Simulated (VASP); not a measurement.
Input of a VASP 6.6.1 run:

Contents of INCAR:

```
  ALGO = Fast
  EDIFF = 1E-6
  ENCUT = 520
  GGA = PS
  ISIF = 2
  ISMEAR = -1
  LASPH = T
  LCHARG = T
  LELF = T
  LREAL = F
  LVHAR = T
  LWAVE = F
  NBANDS = 12
  NELM = 100
  PREC = Accurate
  SIGMA = 0.05
```

Contents of KPOINTS:

```
k-points
0
Gamma
  12 12 12
```

The input POSCAR:

```
Cr
1.0
   -1.4844496776      1.4844496776      1.4844496776
    1.4844496776     -1.4844496776      1.4844496776
    1.4844496776      1.4844496776     -1.4844496776
Cr
1
Direct
    0.0000000000      0.0000000000      0.0000000000
```

Potentials or basis: VASP PAW PBE potentials, release 64 (Cr_pv).

Command:

```bash
$ cat potpaw_PBE.64/Cr_pv/POTCAR > POTCAR
$ mpirun -np 1 vasp_std > vasp.out
```

Task: Predict the pressure.

Result: -32.5 GPa.

Task: Predict the band gap on the k mesh.

Result: Zero (band 6 reaches 11.23 eV, above the bottom of band 7 at 8.39 eV).

Caveat: the PAW data sets were made with another functional, which shifts forces and pressure a little; the run has no spin polarisation, though such a crystal can be magnetic. Spin polarisation is off, so any magnetic state and its effect on volume and gap are missing.
